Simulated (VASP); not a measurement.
A run of VASP 6.6.1 is set up as follows.

Contents of INCAR:

```
PREC = Accurate
ENCUT = 520
EDIFF = 1E-6
ISMEAR = 0
SIGMA = 0.01
LREAL = F
LASPH = T
NELM = 80
ALGO = Normal
ISIF = 2
LWAVE = F
LCHARG = T
GGA = PE
IVDW = 12
LELF = T
LVHAR = T
NBANDS = 17
```

Contents of KPOINTS:

```
Automatic mesh
0
Gamma
  10 10 10
```

POSCAR

```
SnSe
1.0
    0.0000000000      2.6168768636      2.6168768636
    2.6168768636      0.0000000000      2.6168768636
    2.6168768636      2.6168768636      0.0000000000
Sn Se
1 1
Direct
    0.0000000000      0.0000000000      0.0000000000
    0.5000000000      0.5000000000      0.5000000000
```

Potentials or basis: VASP PAW PBE potentials, release 64 (Sn_d, Se).

The run is started by

```sh
$ cat potpaw_PBE.64/Sn_d/POTCAR potpaw_PBE.64/Se/POTCAR > POTCAR
$ mpirun -np 1 vasp_std > vasp.out
```

Problem. Estimate the band gap on the k mesh.

Solution. 0.06 eV, indirect (least direct gap 0.64 eV).

Problem. Predict the pressure.

Solution. 50.3 GPa.

Problem. What does it give for the dispersion energy per atom?

Solution. -0.542 eV.

Caveat: spin-orbit coupling is left out, which moves the levels of the heavy elements. A k mesh can miss the band edges.
